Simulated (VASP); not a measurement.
# Co (P6_3/mmc) in VASP: further runs, part 2 of 2

VASP 6.6.1.

**4. Single point, PBEsol, collinear spin, antiferromagnetic start**

This run uses another cell than the first one, of 10.34 Å³/atom.

Input file INCAR:

```
PREC = Accurate
ENCUT = 520
EDIFF = 1E-6
ISMEAR = -1
SIGMA = 0.05
LREAL = False
LASPH = True
NELM = 150
ALGO = Normal
ISIF = 2
LWAVE = False
LCHARG = False
ISPIN = 2
MAGMOM = 1.7 -1.7
LORBIT = 11
LMAXMIX = 4
GGA = PS
NBANDS = 20
```

Input file KPOINTS:

```
regular mesh
0
Gamma
  14 14 8
```

Input file POSCAR:

```
Co
1.0
    2.4538707200      0.0000000000      0.0000000000
   -1.2269353600      2.1251143812      0.0000000000
    0.0000000000      0.0000000000      3.9675762851
Co
2
Direct
    0.3333333333      0.6666666667      0.2500000000
    0.6666666667      0.3333333333      0.7500000000
```

On the command line:

```
$ cat potpaw_PBE.64/Co/POTCAR > POTCAR
$ mpirun -np 1 vasp_std > vasp.out
```

Run time: 74 s. Hardware: 1 thread of Intel Xeon 6975P-C (Granite Rapids), shared host; peak memory 0.19 GiB.

The run converged. Its results:

| Item | Value |
| --- | --- |
| Free energy | -15.1149 eV |
| Pressure | -12.0 GPa |
| Band gap on the k mesh | zero (filled and empty bands overlap) |
| Net moment | 0.00 μB per cell |
| Valence electrons inside the program's atomic spheres | Co 8.37 |

Stress tensor (GPa, compression positive):
```
-11.67   0.00   0.00
  0.00 -11.67   0.00
  0.00   0.00 -12.56
```

Levels at points of the mesh, in eV from the Fermi level:
Spin up:
```csv
k point,band 6,band 7,band 8,band 9,band 10,band 11,band 12,band 13
"(0.00, 0.00, 0.00)",-1.54,-1.54,-1.14,-1.14,-0.13,0.10,0.10,7.23
"(0.50, 0.00, 0.00)",-1.89,-1.50,0.25,0.36,0.42,1.96,3.99,10.25
"(0.00, 0.00, 0.50)",-1.97,-1.97,-1.97,-0.25,-0.25,-0.25,-0.25,15.75
"(0.50, 0.00, 0.50)",-1.01,-0.37,-0.37,0.35,0.35,1.89,1.89,8.10
```
Spin down:
```csv
k point,band 5,band 6,band 7,band 8,band 9,band 10,band 11,band 12,band 13,band 14
"(0.00, 0.00, 0.00)",-1.90,-1.54,-1.54,-1.14,-1.14,-0.13,0.10,0.10,7.23,22.28
"(0.50, 0.00, 0.00)",-2.08,-1.89,-1.50,0.25,0.36,0.42,1.96,3.99,10.25,10.94
"(0.00, 0.00, 0.50)",-1.97,-1.97,-1.97,-1.97,-0.25,-0.25,-0.25,-0.25,15.75,15.75
"(0.50, 0.00, 0.50)",-1.01,-1.01,-0.37,-0.37,0.35,0.35,1.89,1.89,8.10,8.10
```

Caveat: the cell stands under tension; the PAW data sets were made with another functional, which shifts forces and pressure a little.

**5. Single point, PBEsol, collinear spin, ferromagnetic start**

This run uses another cell than the first one, of 10.34 Å³/atom.

Input file INCAR:

```
PREC = Accurate
ENCUT = 520
EDIFF = 1E-7
ISMEAR = -1
SIGMA = 0.05
LREAL = F
LASPH = T
NELM = 150
ALGO = Normal
ISIF = 2
LWAVE = F
LCHARG = T
ISPIN = 2
MAGMOM = 1.7 1.7
LORBIT = 11
LMAXMIX = 4
GGA = PS
LELF = T
LVHAR = T
NBANDS = 20
```

Input file KPOINTS:

```
Automatic mesh
0
Gamma
  14 14 8
```

Input file POSCAR:

```
Co
1.0
    2.4538478462      0.0000000000      0.0000000000
   -1.2269239231      2.1250945719      0.0000000000
    0.0000000000      0.0000000000      3.9676416163
Co
2
Direct
    0.3333333333      0.6666666667      0.2500000000
    0.6666666667      0.3333333333      0.7500000000
```

On the command line:

```
$ cat potpaw_PBE.64/Co/POTCAR > POTCAR
$ mpirun -np 1 vasp_std > vasp.out
```

Run time: 43 s. Hardware: 1 thread of Intel Xeon 6975P-C (Granite Rapids), shared host; peak memory 0.18 GiB.

Results (log left out):

```yaml
Free_energy: -15.4794 eV
Pressure: -0.9 GPa
Net_moment: 3.06 μB per cell
Site_moments: Co +1.54 μB
Valence_electrons_inside_the_program's_atomic_spheres: Co 8.37
```

Levels at points of the mesh, in eV from the Fermi level:
Spin up:
| k point | band 6 | band 7 | band 8 | band 9 | band 10 | band 11 | band 12 | band 13 | band 14 | band 15 |
| --- | --- | --- | --- | --- | --- | --- | --- | --- | --- | --- |
| (0.00, 0.00, 0.00) | -2.28 | -2.28 | -1.90 | -1.90 | -0.71 | -0.71 | -0.16 | 6.78 | 22.32 | 25.36 |
| (0.50, 0.00, 0.00) | -2.55 | -2.18 | -0.56 | -0.46 | -0.40 | 1.45 | 3.56 | 10.03 | 10.74 | 13.17 |
| (0.00, 0.00, 0.50) | -2.69 | -2.69 | -2.69 | -1.04 | -1.04 | -1.04 | -1.04 | 15.54 | 15.54 | 23.08 |
| (0.50, 0.00, 0.50) | -1.76 | -0.99 | -0.99 | -0.46 | -0.46 | 1.64 | 1.64 | 7.69 | 7.69 | 18.92 |
Spin down:
| k point | band 3 | band 4 | band 5 | band 6 | band 7 | band 8 | band 9 | band 10 | band 11 | band 12 |
| --- | --- | --- | --- | --- | --- | --- | --- | --- | --- | --- |
| (0.00, 0.00, 0.00) | -1.10 | -1.08 | -1.08 | -0.69 | -0.69 | -0.23 | -0.23 | -0.14 | 1.07 | 1.07 |
| (0.50, 0.00, 0.00) | -3.50 | -1.95 | -1.24 | -1.14 | -0.70 | 1.21 | 1.36 | 1.39 | 2.66 | 4.51 |
| (0.00, 0.00, 0.50) | -1.68 | -1.68 | -1.15 | -1.15 | -1.15 | -1.15 | 0.71 | 0.71 | 0.71 | 0.71 |
| (0.50, 0.00, 0.50) | -2.58 | -2.58 | -0.11 | -0.11 | 0.24 | 0.24 | 1.32 | 1.32 | 2.30 | 2.30 |

Caveat: the PAW data sets were made with another functional, which shifts forces and pressure a little.

**6. Relaxation of cell and atoms, PBEsol, collinear spin, antiferromagnetic start**

This run uses another cell than the first one, of 11.07 Å³/atom.

Input file INCAR:

```
ALGO     = Normal         # electronic algorithm
EDIFF    = 1E-6           # SCF threshold, eV
EDIFFG   = -0.01          # ionic threshold
ENCUT    = 600            # plane-wave cutoff, eV
GGA      = PS             # functional
IBRION   = 2              # ionic algorithm
ISIF     = 3              # what is computed and relaxed
ISMEAR   = -1             # smearing method
ISPIN    = 2              # spin polarisation
LASPH    = True           # aspherical terms in the spheres
LCHARG   = False          # write CHGCAR
LMAXMIX  = 4              # l up to which the mixer works
LORBIT   = 11             # projections on sites
LREAL    = False          # projectors in reciprocal space
LWAVE    = False          # write WAVECAR
MAGMOM   = 1.7 -1.7       # initial moments
NELM     = 150            # most SCF steps
NSW      = 80             # ionic steps
PREC     = Accurate       # precision mode
SIGMA    = 0.05           # smearing width, eV
```

Input file KPOINTS:

```
k-points
0
Gamma
  14 14 8
```

Input file POSCAR:

```
Co
1.0
    2.5070990085      0.0000000000      0.0000000000
   -1.2535495042      2.1712114311      0.0000000000
    0.0000000000      0.0000000000      4.0686000000
Co
2
Direct
    0.3333333333      0.6666666667      0.2500000000
    0.6666666667      0.3333333333      0.7500000000
```

Potentials or basis: VASP PAW PBE potentials, release 64 (Co).

On the command line:

```
$ cat potpaw_PBE.64/Co/POTCAR > POTCAR
$ mpirun -np 1 vasp_std > vasp.out
```

It took 2.6 min on 1 thread of Intel Xeon 6975P-C (Granite Rapids), shared host; peak memory 0.21 GiB.

The run converged. Its results:

| Item | Value |
| --- | --- |
| Free energy | -15.1531 eV |
| Relaxed volume | 9.87 Å³/atom |
| Relaxed cell | a = 2.417 Å, b = 2.417 Å, c = 3.900 Å, α = 90.00°, β = 90.00°, γ = 120.00° |
| Space group after relaxing (to 0.1 Å) | P6_3/mmc (No. 194) |
| Energy gained by relaxing | 96.0 meV/atom |
| Ionic steps | 8 |
| Pressure after relaxing | 0.0 GPa |
| Band gap on the k mesh | zero (filled and empty bands overlap) |
| Net moment | 0.00 μB per cell |
| Valence electrons inside the program's atomic spheres | Co 8.47 |

Step by step:
```tsv
step	energy change (eV)	largest force (eV/Å)	pressure (GPa)	volume (Å³)
1	0.0000	0.0000	-20.27	22.15
2	-0.0190	0.0000	33.95	17.95
3	-0.1915	0.0000	-0.11	19.74
4	-0.1914	0.0000	0.72	19.69
5	-0.1917	0.0000	-1.00	19.81
6	-0.1918	0.0000	-0.46	19.77
7	-0.1919	0.0000	0.17	19.72
8	-0.1919	0.0000	0.00	19.74
```

Final structure:
```
CELL_PARAMETERS angstrom
2.41734 0.00000 0.00000
-1.20867 2.09348 0.00000
0.00000 0.00000 3.89996
ATOMIC_POSITIONS crystal
Co 0.33333 0.66667 0.25000
Co 0.66667 0.33333 0.75000
```

Levels at points of the mesh, in eV from the Fermi level:
Spin up:
```csv
k point,band 6,band 7,band 8,band 9,band 10,band 11,band 12,band 13
"(0.00, 0.00, 0.00)",-1.65,-1.65,-1.24,-1.24,-0.16,0.10,0.10,7.67
"(0.50, 0.00, 0.00)",-2.03,-1.61,0.26,0.39,0.45,2.06,4.19,10.62
"(0.00, 0.00, 0.50)",-2.13,-2.13,-2.13,-0.27,-0.27,-0.27,-0.27,16.34
"(0.50, 0.00, 0.50)",-1.10,-0.41,-0.41,0.37,0.37,1.95,1.95,8.51
```
Spin down:
```tsv
k point	band 5	band 6	band 7	band 8	band 9	band 10	band 11	band 12	band 13
(0.00, 0.00, 0.00)	-2.04	-1.65	-1.65	-1.24	-1.24	-0.16	0.10	0.10	7.67
(0.50, 0.00, 0.00)	-2.25	-2.03	-1.61	0.26	0.39	0.45	2.06	4.19	10.62
(0.00, 0.00, 0.50)	-2.13	-2.13	-2.13	-2.13	-0.27	-0.27	-0.27	-0.27	16.34
(0.50, 0.00, 0.50)	-1.10	-1.10	-0.41	-0.41	0.37	0.37	1.95	1.95	8.51
```

Caveat: the PAW data sets were made with another functional, which shifts forces and pressure a little.

**7. Overview**

| task | spin | cell | cutoff (eV) | smearing | gap on the mesh (eV) | pressure (GPa) |
| --- | --- | --- | --- | --- | --- | --- |
| single point | off | a = 2.424, b = 2.424, c = 3.905 Å, angles 90.0, 90.0, 120.0°, 2 atoms | 520 | fermi-dirac 0.1 eV | none | -0.8 |
| relaxation of cell and atoms | off | relaxed from a = 2.507, b = 2.507, c = 4.069 Å, angles 90.0, 90.0, 120.0°, 2 atoms | 600 | fermi-dirac 0.1 eV | none | 0.0 |
| single point | collinear, ferromagnetic start | a = 2.454, b = 2.454, c = 3.968 Å, angles 90.0, 90.0, 120.0°, 2 atoms | 520 | fermi-dirac 0.05 eV | none | -0.9 |

Alike in all rows: level PBEsol; potentials or basis VASP PAW PBE potentials, release 64 (Co); k mesh 14 × 14 × 8.

Caveats: the PAW data sets were made with another functional, which shifts forces and pressure a little.

Absolute energies hang on the potentials; compare differences alone.
